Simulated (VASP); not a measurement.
Runs of VASP 6.6.1 on CoSn. The structure is that of space group P6/mmm (No. 191), or close to it. The cells are those of the table. 

| cell | further INCAR settings | gap on the mesh (eV) | pressure (GPa) |
| --- | --- | --- | --- |
| a = 5.011, b = 5.011, c = 4.269 Å, angles 90.0, 90.0, 120.0°, 6 atoms | ALGO = Fast; EDIFF = 1e-07; NBANDS = 44 | none | (b) |
| a = 5.324, b = 5.324, c = 4.252 Å, angles 90.0, 90.0, 120.0°, 6 atoms | ALGO = Fast; EDIFF = 1e-06; NBANDS = 44 | none | (a) |
| a = 5.533, b = 5.533, c = 4.419 Å, angles 90.0, 90.0, 120.0°, 6 atoms | ALGO = Fast; EDIFF = 1e-06; NBANDS = 44 | none | -16.7 |
| a = 5.115, b = 5.115, c = 4.218 Å, angles 90.0, 90.0, 120.0°, 6 atoms | ALGO = Fast; EDIFF = 1e-06; NBANDS = 44 | none | 4.5 |
| a = 5.429, b = 5.429, c = 4.335 Å, angles 90.0, 90.0, 120.0°, 6 atoms | ALGO = Fast; EDIFF = 1e-07; NBANDS = 44 | none | -12.9 |
| a = 5.115, b = 5.115, c = 4.213 Å, angles 90.0, 90.0, 120.0°, 6 atoms | ALGO = Fast; EDIFF = 1e-06; NBANDS = 44 | none | 4.7 |

Alike in all rows: task single point; level PBEsol; potentials or basis VASP PAW PBE potentials, release 64 (Co, Sn_d); no spin polarisation; k mesh 12 × 12 × 8; cutoff (eV) 520; smearing gaussian 0.1 eV.

Problem. Fill in the values left out.

Solution. (a) -7.5; (b) 10.4.

Caveats: the PAW data sets were made with another functional, which shifts forces and pressure a little; spin-orbit coupling is left out, which moves the levels of the heavy elements; the run has no spin polarisation, though such a crystal can be magnetic; the cell stands under tension (at least some runs); the stress differs along the axes, from -1 to 16 GPa (at least some runs); the stress differs along the axes, from -1 to 7 GPa (at least some runs); the stress differs along the axes, from -0 to 7 GPa (at least some runs).

A k mesh can miss the band edges, and the runs leave out spin-orbit coupling on Sn.

A gap of «none» marks levels without a gap at the run's occupations.
